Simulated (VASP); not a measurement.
# P (R-3m) in VASP: further runs

The runs below take P through relaxation of shape and atoms at fixed volume, with PBE.

All numbers are computed with VASP 6.6.1; they aren't measurements. Logs are shortened: lines on timing, memory, paths and dates and some standing lists are left out, and cuts for length are marked.

## 1. The cell of the first run

The structure is trigonal, space group R-3m (No. 166). The conventional cell has a = 2.565 Å, b = 2.565 Å, c = 6.783 Å, α = 90.00°, β = 90.00°, γ = 120.00°. P (site symmetry 3m) has 6 P at 1.71 to 2.05 Å within 2.3 Å.

## 2. Relaxation of shape and atoms at fixed volume, PBE

File INCAR:

```
  PREC = Accurate
  ENCUT = 600
  EDIFF = 1E-6
  ISMEAR = -1
  SIGMA = 0.05
  LREAL = False
  LASPH = True
  NELM = 100
  ALGO = Normal
  ISIF = 4
  LWAVE = False
  LCHARG = False
  GGA = PE
  IBRION = 2
  NSW = 50
  EDIFFG = -0.005
```

File KPOINTS:

```
regular mesh
0
Gamma
  15 15 15
```

File POSCAR:

```
P
1.0
    1.2825311166     -0.7404696854      2.2608952032
    0.0000000000      1.4809393708      2.2608952032
   -1.2825311166     -0.7404696854      2.2608952032
P
2
Direct
    0.2293462223      0.2293462223      0.2293462223
   -0.2293462223     -0.2293462223     -0.2293462223
```

Potentials or basis: VASP PAW PBE potentials, release 64 (P).

Started as:

```bash
cat potpaw_PBE.64/P/POTCAR > POTCAR
mpirun -np 1 vasp_std > vasp.out
```

OUTCAR:

```text
PREC = Accurate
   ENCUT = 600
   EDIFF = 1E-6
   ISMEAR = -1
   LREAL = False
   LASPH = True
   NELM = 100
   ISIF = 4
   GGA = PE
   IBRION = 2
   NSW = 50
   EDIFFG = -0.005

 ion  position               nearest neighbor table
   1  0.229  0.229  0.229-   2 1.71   2 1.71   2 1.71   2 2.05   2 2.05   2 2.05
   2  0.771  0.771  0.771-   1 1.71   1 1.71   1 1.71   1 2.05   1 2.05   1 2.05

  LATTYP: Found a trigonal (rhomboedric) cell.
 ALAT       =     2.7027446309
 COS(alpha) =     0.5496441686

  Lattice vectors:

 A1 = (   1.2825311166,  -0.7404696854,   2.2608952032)
 A2 = (   0.0000000000,   1.4809393708,   2.2608952032)
 A3 = (  -1.2825311166,  -0.7404696854,   2.2608952032)

Analysis of symmetry for initial positions (statically):
=====================================================================
 Subroutine PRICEL returns:
 Original cell was already a primitive cell.

 Routine SETGRP: Setting up the symmetry group for a
 trigonal (rhombohedral) supercell.

 Subroutine GETGRP returns: Found 12 space group operations
 (whereof 12 operations were pure point group operations)
 out of a pool of 12 trial point group operations.

The static configuration has the point symmetry D_3d.

Analysis of symmetry for dynamics (positions and initial velocities):
=====================================================================
 Subroutine PRICEL returns:
 Original cell was already a primitive cell.

 Routine SETGRP: Setting up the symmetry group for a
 trigonal (rhombohedral) supercell.

 Subroutine GETGRP returns: Found 12 space group operations
 (whereof 12 operations were pure point group operations)
 out of a pool of 12 trial point group operations.

The dynamic configuration has the point symmetry D_3d.

 Subroutine INISYM returns: Found 12 space group operations
 (whereof 12 operations are pure point group operations),
 and found     1 'primitive' translations

----------------------------------------------------------------------------------------

                                     Primitive cell

  volume of cell :      12.8827

  direct lattice vectors                    reciprocal lattice vectors
     1.282531117 -0.740469685  2.260895203     0.389854089 -0.225082363  0.147434226
     0.000000000  1.480939371  2.260895203     0.000000000  0.450164726  0.147434226
    -1.282531117 -0.740469685  2.260895203    -0.389854089 -0.225082363  0.147434226

  length of vectors
     2.702744631  2.702744631  2.702744631     0.473693078  0.473693078  0.473693078

  position of ions in fractional coordinates (direct lattice)
     0.229346222  0.229346222  0.229346222
     0.770653778  0.770653778  0.770653778

  ion indices of the primitive-cell ions
   primitive index   ion index
                 1           1
                 2           2

----------------------------------------------------------------------------------------

 KPOINTS: regular mesh

Automatic generation of k-mesh.
 Grid dimensions read from file:
 generate k-points for:   15   15   15

 Generating k-lattice:

  Cartesian coordinates                     Fractional coordinates (reciprocal lattice)
     0.025990273 -0.015005491  0.009828948     0.066666667  0.000000000  0.000000000
     0.000000000  0.030010982  0.009828948     0.000000000  0.066666667  0.000000000
    -0.025990273 -0.015005491  0.009828948     0.000000000  0.000000000  0.066666667

  Length of vectors
     0.031579539  0.031579539  0.031579539

  Shift w.r.t. Gamma in fractional coordinates (k-lattice)
     0.000000000  0.000000000  0.000000000

 Subroutine IBZKPT returns following result:
 ===========================================

 Found    344 irreducible k-points:

 Following reciprocal coordinates:
            Coordinates               Weight
  0.000000  0.000000  0.000000      1.000000
  0.066667  0.000000 -0.000000      6.000000
  0.133333  0.000000  0.000000      6.000000
  0.200000  0.000000 -0.000000      6.000000
  0.266667  0.000000  0.000000      6.000000
  0.333333  0.000000 -0.000000      6.000000
[... 16 lines left out ...]
  0.133333  0.133333  0.000000      6.000000
  0.200000  0.133333 -0.000000     12.000000
 [... further k-points ...]
   k-points           NKPTS =    344   k-points in BZ     NKDIM =    344   number of bands    NBANDS=      9
   number of dos      NEDOS =    301   number of ions     NIONS =      2
   total plane-waves  NPLWV =  13824
   dimension x,y,z NGX =    24 NGY =   24 NGZ =   24
   dimension x,y,z NGXF=    48 NGYF=   48 NGZF=   48
   ions per type =               2
   NGX,Y,Z   is equivalent  to a cutoff of  14.76, 14.76, 14.76 a.u.
   NGXF,Y,Z  is equivalent  to a cutoff of  29.52, 29.52, 29.52 a.u.
 SYSTEM =  unknown system
   PREC   = accura    normal or accurate (medium, high low for compatibility)
   ISTART =      0    job   : 0-new  1-cont  2-samecut
   ICHARG =      2    charge: 1-file 2-atom 10-const
   ISPIN  =      1    spin polarized calculation?
   LNONCOLLINEAR =      F non collinear calculations
   LSORBIT =      F    spin-orbit coupling
   LASPH  =      T    aspherical Exc in radial PAW
   ENCUT  =  600.0 eV  44.10 Ry    6.64 a.u.   5.40  5.40  5.40*2*pi/ulx,y,z
   NELM   =    100;   NELMIN=  2; NELMDL= -5     # of ELM steps
   EDIFF  = 0.1E-05   stopping-criterion for ELM
   LREAL  =      F    real-space projection
   EDIFFG = -.5E-02   stopping-criterion for IOM
   NSW    =     50    number of steps for IOM
   IBRION =      2    ionic relax: 0-MD 1-quasi-New 2-CG
   NFREE  =      1    steps in history (QN), initial steepest desc. (CG)
   ISIF   =      4    stress and relaxation
   ISYM   =      2    0-nonsym 1-usesym 2-fastsym
   POTIM  = 0.5000    time-step for ionic-motion
   TEBEG  =    0.0;   TEEND  =   0.0 temperature during run
   PSTRESS=    0.0 pullay stress
   NELECT =      10.0000    total number of electrons
   NUPDOWN=      -1.0000    fix difference up-down
   EMIN   =  10.00;   EMAX   =-10.00  energy-range for DOS
   EFERMI =   0.00;   METHOD = LEGACY
   ISMEAR =    -1;   SIGMA  =   0.05  broadening in eV -4-tet -1-fermi 0-gaus
   EFERMI_NEDOS =   21; number of points for ismear=-14 and -15
   IALGO  =     38    algorithm
   IMIX   =      4    mixing-type and parameters
     AMIX     =   0.40;   BMIX     =  1.00
     AMIX_MAG =   1.60;   BMIX_MAG =  1.00
  volume/ion in A,a.u.               =       6.44        43.47
  Fermi-wavevector in a.u.,A,eV,Ry     =   1.504547  2.843182 30.799003  2.263663
  Thomas-Fermi vector in A             =   2.615513
   LORBIT       =      0    0 simple, 1 ext, 2 COOP (PROOUT), +10 PAW based schemes
   GGA     = PE    functional components
   LHFCALC =     F    Hartree Fock is set to
   AEXX    =    0.0000 exact exchange contribution
   IVDW    =     0    specifies the selected vdW correction
   LEPSILON=     F    determine dielectric tensor
   LRPA    =     F    only Hartree local field effects (RPA)
 conjugate gradient relaxation of ions
 non-spin polarized calculation
  energy-cutoff  :      600.00
  volume of cell :       12.88
 maximum number of plane-waves:       441
 NGX is ok and might be reduce to    24
   NGX = 11   NGY = 11   NGZ = 11

--------------------------------------- Ionic step        1  -------------------------------------------

 number of electron      10.0000001 magnetization

 Free energy of the ion-electron system (eV)
  ---------------------------------------------------
  ext. energy  EPLUGINS =         0.00000000
  ---------------------------------------------------
  free energy    TOTEN  =         4.78965076 eV

  energy without entropy =        4.79511360  energy(sigma->0) =        4.79238218

------------------------ aborting loop because EDIFF is reached ----------------------------------------

  FORCE on cell =-STRESS in cart. coord.  units (eV):
  Direction    XX          YY          ZZ          XY          YZ          ZX
  --------------------------------------------------------------------------------------
  -------------------------------------------------------------------------------------
  Total       48.3813667     48.3813667     41.9767459      0.0000000     -0.0000000     -0.0000000
  in kB     6017.0253061   6017.0253059   5220.5044931      0.0000000     -0.0000000     -0.0000000
  external PRESSURE =    5751.5183684 kB  Pullay stress =       0.0000000 kB
[... 89 lines left out ...]
  FREE ENERGIE OF THE ION-ELECTRON SYSTEM (eV)
  ---------------------------------------------------
  free  energy   TOTEN  =       152.4370193535 eV

  energy  without entropy=      152.4420435673  energy(sigma->0) =      152.43953146

[... ionic steps 4 to 38 ...]

--------------------------------------- Ionic step       39  -------------------------------------------

 number of electron      10.0000001 magnetization

------------------------ aborting loop because EDIFF is reached ----------------------------------------

  FORCE on cell =-STRESS in cart. coord.  units (eV):
  Direction    XX          YY          ZZ          XY          YZ          ZX
  --------------------------------------------------------------------------------------
  -------------------------------------------------------------------------------------
  Total       30.7953686     30.7953684     30.7679852     -0.0000000      0.0000000     -0.0000000
  in kB     3829.9147910   3829.9147734   3826.5092162     -0.0000000      0.0000000     -0.0000000
  external PRESSURE =    3828.7795936 kB  Pullay stress =       0.0000000 kB
[... 57 lines left out ...]
  energy  without entropy=        0.0223710594  energy(sigma->0) =        0.02044701

--------------------------------------- Ionic step       41  -------------------------------------------

 number of electron      10.0000001 magnetization

 Free energy of the ion-electron system (eV)
  ---------------------------------------------------
  ext. energy  EPLUGINS =         0.00000000
  ---------------------------------------------------
  free energy    TOTEN  =         0.01852264 eV

  energy without entropy =        0.02236972  energy(sigma->0) =        0.02044618

 E-fermi :  25.5277     XC(G=0): -15.3195

 val. band max:       25.5205635691   @ k =  -0.3333   0.3333   0.3333
 cond. band min:      25.5278642263   @ k =   0.3333   0.3333   0.3333
 fundamental gap:      0.0073006572
 Fermi energy:        25.5276593493

 k-point     1 :       0.0000    0.0000    0.0000
  band No.  band energies     occupation
      1      -2.0201      2.00000
      2      21.0276      2.00000
      3      21.0276      2.00000
      4      21.0411      2.00000
      5      22.2744      2.00000
      6      22.2744      2.00000
      7      31.8383      0.00000
      8      40.2771      0.00000
      9      40.3023      0.00000
[... 265 lines left out ...]
 k-point    24 :       0.2000    0.1333   -0.0000
  band No.  band energies     occupation
      1      -0.5344      2.00000
      2      14.0252      2.00000
      3      17.5286      2.00000
      4      22.2848      2.00000
      5      26.0394      0.00007
      6      30.9688      0.00000
      7      31.3112      0.00000
      8      35.3869      0.00000
      9      36.2626      0.00000

 [... further k-points ...]

------------------------ aborting loop because EDIFF is reached ----------------------------------------

  FORCE on cell =-STRESS in cart. coord.  units (eV):
  Direction    XX          YY          ZZ          XY          YZ          ZX
  --------------------------------------------------------------------------------------
  -------------------------------------------------------------------------------------
  Total       30.7888296     30.7888295     30.7808072      0.0000000     -0.0000000      0.0000000
  in kB     3829.1015678   3829.1015468   3828.1038450      0.0000000     -0.0000000      0.0000000
  external PRESSURE =    3828.7689866 kB  Pullay stress =       0.0000000 kB
[... 17 lines left out ...]
  FREE ENERGIE OF THE ION-ELECTRON SYSTEM (eV)
  ---------------------------------------------------
  free  energy   TOTEN  =         0.0185226379 eV

  energy  without entropy=        0.0223697249  energy(sigma->0) =        0.02044618

 reached required accuracy - stopping structural energy minimisation
```

It took 19 min on 1 thread of Intel Xeon Platinum 8375C at 2.90GHz (Ice Lake), shared host; peak memory 0.21 GiB.

What came out:

```
Free energy             : 0.0185 eV
Pressure after relaxing : 382.9 GPa
Band gap on the k mesh  : zero (bands 5 and 6 overlap by 13.82 eV)
```

Forces on the atoms (eV/Å):
```
P    0.000  0.000 -0.003
P    0.000  0.000  0.003
```

Final structure:
```yaml
crystal:
  lattice:
    - [1.65722, -0.95679, 1.35412]
    - [0.00000, 1.91359, 1.35412]
    - [-1.65722, -0.95679, 1.35412]
  atoms:
    - { symbol: P, position: [0.25001, 0.25001, 0.25001] }
    - { symbol: P, position: [0.74999, 0.74999, 0.74999] }
```

## 3. Relaxation of shape and atoms at fixed volume, PBE

This run uses another cell than the first one, of 7.25 Å³/atom.

File INCAR:

```
ALGO = Normal
EDIFF = 1E-7
EDIFFG = -0.005
ENCUT = 600
GGA = PE
IBRION = 2
ISIF = 4
ISMEAR = -1
LASPH = True
LCHARG = False
LREAL = False
LWAVE = False
NELM = 60
NSW = 50
PREC = Accurate
SIGMA = 0.05
```

File KPOINTS:

```
k-points
0
Gamma
  15 15 15
```

File POSCAR:

```
P
1.0
    1.3338861140     -0.7701195070      2.3514257689
    0.0000000000      1.5402390140      2.3514257689
   -1.3338861140     -0.7701195070      2.3514257689
P
2
Direct
    0.2293462223      0.2293462223      0.2293462223
   -0.2293462223     -0.2293462223     -0.2293462223
```

Potentials or basis: VASP PAW PBE potentials, release 64 (P).

Started as:

```bash
cat potpaw_PBE.64/P/POTCAR > POTCAR
mpirun -np 1 vasp_std > vasp.out
```

It took 14 min on 1 thread of Intel Xeon Platinum 8375C at 2.90GHz (Ice Lake), shared host; peak memory 0.21 GiB.

The run converged. Its results:

```
Free energy             : -2.7477 eV
Pressure after relaxing : 244.6 GPa
Band gap on the k mesh  : zero (bands 5 and 6 overlap by 16.17 eV)
```

Forces in eV/Å, atoms in the order of the input:
```
P    0.000  0.000  0.002
P    0.000  0.000 -0.002
```

Final structure:
```
CELL_PARAMETERS angstrom
1.08548 -0.62670 3.55082
0.00000 1.25340 3.55082
-1.08548 -0.62670 3.55082
ATOMIC_POSITIONS crystal
P 0.25000 0.25000 0.25000
P 0.75000 0.75000 0.75000
```

Levels at points of the mesh, in eV from the Fermi level:
```
           k point  band 3  band 4  band 5  band 6  band 7  band 8
(0.00, 0.00, 0.00)  -14.40   11.39   11.39   11.42   11.42   13.11
```

Caveat: a cell axis changed by over 15 % at a fixed basis, so the end point is rough.

## 4. Relaxation of shape and atoms at fixed volume, PBE

This run uses another cell than the first one, of 8.86 Å³/atom.

INCAR: that of step 3 with these lines changed.

```diff
@@ -1,3 +1,3 @@
 ALGO = Normal
-EDIFF = 1E-7
+EDIFF = 1E-6
 EDIFFG = -0.005
@@ -12,3 +12,3 @@
 LWAVE = False
-NELM = 60
+NELM = 100
 NSW = 50
```

KPOINTS is that of step 3.

File POSCAR:

```
P
1.0
    1.4261618344     -0.8233949190      2.5140929594
    0.0000000000      1.6467898380      2.5140929594
   -1.4261618344     -0.8233949190      2.5140929594
P
2
Direct
    0.2293462223      0.2293462223      0.2293462223
   -0.2293462223     -0.2293462223     -0.2293462223
```

Started as:

```bash
cat potpaw_PBE.64/P/POTCAR > POTCAR
mpirun -np 1 vasp_std > vasp.out
```

It took 4.4 min on 1 thread of Intel Xeon Platinum 8375C at 2.90GHz (Ice Lake), shared host; peak memory 0.19 GiB.

The run converged. Its results:

```
Free energy                  : -6.7164 eV
Energy gained by relaxing    : 535.5 meV/atom
Ionic steps                  : 20
Pressure after relaxing      : 164.9 GPa
Largest force after relaxing : 0.003 eV/Å
Band gap on the k mesh       : zero (bands 5 and 6 overlap by 5.83 eV)
```

Forces in eV/Å, atoms in the order of the input:
```
P    0.000  0.000 -0.003
P    0.000  0.000  0.003
```

Step by step:
```csv
step,energy change (eV),largest force (eV/Å),pressure (GPa),volume (Å³)
1,0.0000,7.1407,191.81,17.71
2,-0.0641,5.9772,189.59,17.71
3,-1.0637,0.5052,165.20,17.71
4,-1.0707,0.0837,164.89,17.71
5,-1.0708,0.0433,164.90,17.71
6,-1.0708,0.0436,164.90,17.71
7,-1.0708,0.0460,164.90,17.71
8,-1.0708,0.0457,164.90,17.71
9,-1.0708,0.0447,164.90,17.71
10,-1.0708,0.0427,164.90,17.71
11,-1.0708,0.0385,164.89,17.71
12,-1.0708,0.0301,164.89,17.71
13,-1.0709,0.0121,164.89,17.71
14,-1.0709,0.0231,164.89,17.71
15,-1.0709,0.0056,164.89,17.71
16,-1.0709,0.0054,164.89,17.71
17,-1.0709,0.0053,164.88,17.71
18,-1.0709,0.0051,164.88,17.71
19,-1.0709,0.0045,164.87,17.71
20,-1.0709,0.0035,164.87,17.71
```

Final structure:
```xyz
2
Lattice="1.4631 -0.8447 2.3888 0.0000 1.6894 2.3888 -1.4631 -0.8447 2.3888" Properties=species:S:1:pos:R:3 pbc="T T T"
P     0.0000    0.0000    1.7917
P     0.0000    0.0000    5.3746
```

Levels at points of the mesh, in eV from the Fermi level:
| k point | band 2 | band 3 | band 4 | band 5 | band 6 | band 7 | band 8 | band 9 |
| --- | --- | --- | --- | --- | --- | --- | --- | --- |
| (0.00, 0.00, 0.00) | -2.10 | -2.10 | -2.09 | 2.98 | 2.98 | 2.99 | 6.30 | 6.30 |

## 5. Summary

```csv
cell,gap on the mesh (eV),pressure (GPa)
"relaxed from a = 2.703 Å, angles 56.7°, 2 atoms",none,382.9
"relaxed from a = 2.811 Å, angles 56.7°, 2 atoms",none,244.6
"relaxed from a = 3.005 Å, angles 56.7°, 2 atoms",none,164.9
```

Alike in all rows: task relaxation of shape and atoms at fixed volume; level PBE; potentials or basis VASP PAW PBE potentials, release 64 (P); no spin polarisation; k mesh 15 × 15 × 15; cutoff (eV) 600; smearing fermi-dirac 0.05 eV.

Caveats: a cell axis changed by over 15 % at a fixed basis, so the end point is rough (at least some runs).

Absolute energies hang on the potentials; compare differences alone.

The gap in the log of VASP goes by the Fermi energy; the results here count the filled bands.